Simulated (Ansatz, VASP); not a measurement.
# CdSe: VASP beside Ansatz

The input INCAR:

```
PREC = Accurate ; ENCUT = 520
EDIFF = 1E-6 ; ISMEAR = 0
SIGMA = 0.01 ; LREAL = F
LASPH = T ; NELM = 80
ALGO = Normal ; ISIF = 2
LWAVE = F ; LCHARG = F
GGA = PE ; NBANDS = 46
```

Contents of KPOINTS:

```
Automatic mesh
0
Gamma
  6 6 2
```

File POSCAR:

```
CdSe
1.0
    4.4686544230      0.0000000000      0.0000000000
   -2.2343272115      3.8699682510      0.0000000000
    0.0000000000      0.0000000000     14.5858877413
Cd Se
4 4
Direct
    0.0000000000      0.0000000000     -0.0001635463
    0.3333333333      0.6666666667      0.2499698776
    0.0000000000      0.0000000000      0.4998364537
    0.6666666667      0.3333333333      0.7499698776
    0.0000000000      0.0000000000      0.1874660279
    0.3333333333      0.6666666667      0.4377276407
    0.0000000000      0.0000000000      0.6874660279
    0.6666666667      0.3333333333      0.9377276407
```

Input for Ansatz:

```yaml
crystal:
  lattice:
    - [4.468654423, 0.0, 0.0]
    - [-2.2343272115, 3.869968251, 0.0]
    - [0.0, 0.0, 14.5858877413]
  atoms:
    - { symbol: Cd, position: [0.0, 0.0, -0.0001635463] }
    - { symbol: Cd, position: [0.3333333333, 0.6666666667, 0.2499698776] }
    - { symbol: Cd, position: [0.0, 0.0, 0.4998364537] }
    - { symbol: Cd, position: [0.6666666667, 0.3333333333, 0.7499698776] }
    - { symbol: Se, position: [0.0, 0.0, 0.1874660279] }
    - { symbol: Se, position: [0.3333333333, 0.6666666667, 0.4377276407] }
    - { symbol: Se, position: [0.0, 0.0, 0.6874660279] }
    - { symbol: Se, position: [0.6666666667, 0.3333333333, 0.9377276407] }
kpoints:
  mp_grid: { grid: [6, 6, 2] }
hamiltonian:
  xc: pbe
scf:
  occupations: { method: fixed }
  n_extra_bands: 6
output:
  forces: true
  stress: true
  eigenvalues: true
```

Alike in both runs: task single point; functional PBE; k mesh 6 × 6 × 2; no spin polarisation.

|  | VASP | Ansatz |
| --- | --- | --- |
| version | VASP 6.6.1 | Ansatz 0.2.0 |
| potentials or method | VASP PAW PBE potentials, release 64 (Cd, Se) | plane waves, PAW |
| plane-wave cutoff (eV) | 520 | 420 |
| occupations | gaussian, width 0.01 eV | fixed |
| valence electrons in the cell | 72 | 144 |

|  | VASP | Ansatz | Ansatz less VASP |
| --- | --- | --- | --- |
| gap on the k mesh at the Fermi level (eV) | 0.39 | 0.39 | +0.003 |
| pressure (GPa) | -2.1 | -2.3 | -0.19 |

VASP's potentials hold 72 valence electrons a cell and Ansatz's 144, so a difference there can come from the potentials and not from the codes.
